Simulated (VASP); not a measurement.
## Cs: single point with PBE

Cs:

```
Cs
1.0
    -3.08971    3.08971    3.08971
     3.08971   -3.08971    3.08971
     3.08971    3.08971   -3.08971
Cs
1
Direct
  0.00000 0.00000 0.00000
```

```json
{
  "Program": "VASP 6.6.1",
  "Task": "single point",
  "Functional": "PBE",
  "Potentials or basis": "VASP PAW PBE potentials, release 64 (Cs_sv)",
  "Cutoff": "520 eV",
  "k mesh": "6 × 6 × 6",
  "Occupations": "gaussian, width 0.05 eV",
  "Spin": "no spin polarisation"
}
```

```json
{
  "Pressure": "0.0 GPa",
  "Band gap on the k mesh": "zero (an odd number of electrons rules out a gap without spin polarisation)"
}
```

Levels at points of the mesh, in eV from the Fermi level:
| k point | band 1 | band 2 | band 3 | band 4 | band 5 | band 6 | band 7 | band 8 | band 9 |
| --- | --- | --- | --- | --- | --- | --- | --- | --- | --- |
| (0.00, 0.00, 0.00) | -23.89 | -10.64 | -10.64 | -10.64 | -1.67 | 2.46 | 2.46 | 2.46 | 3.30 |
| (0.50, 0.00, 0.00) | -23.88 | -10.76 | -10.68 | -10.64 | 0.03 | 0.83 | 1.63 | 3.13 | 3.74 |
| (0.50, 0.50, 0.50) | -23.88 | -10.73 | -10.73 | -10.73 | 0.65 | 0.65 | 2.93 | 2.93 | 2.93 |

Run time: 7.3 s on 1 thread of Intel(R) Xeon(R) 6975P-C (Granite Rapids), on a shared host, peak memory 0.23 GiB.

Caveat: spin-orbit coupling is left out, which moves the levels of the heavy elements.
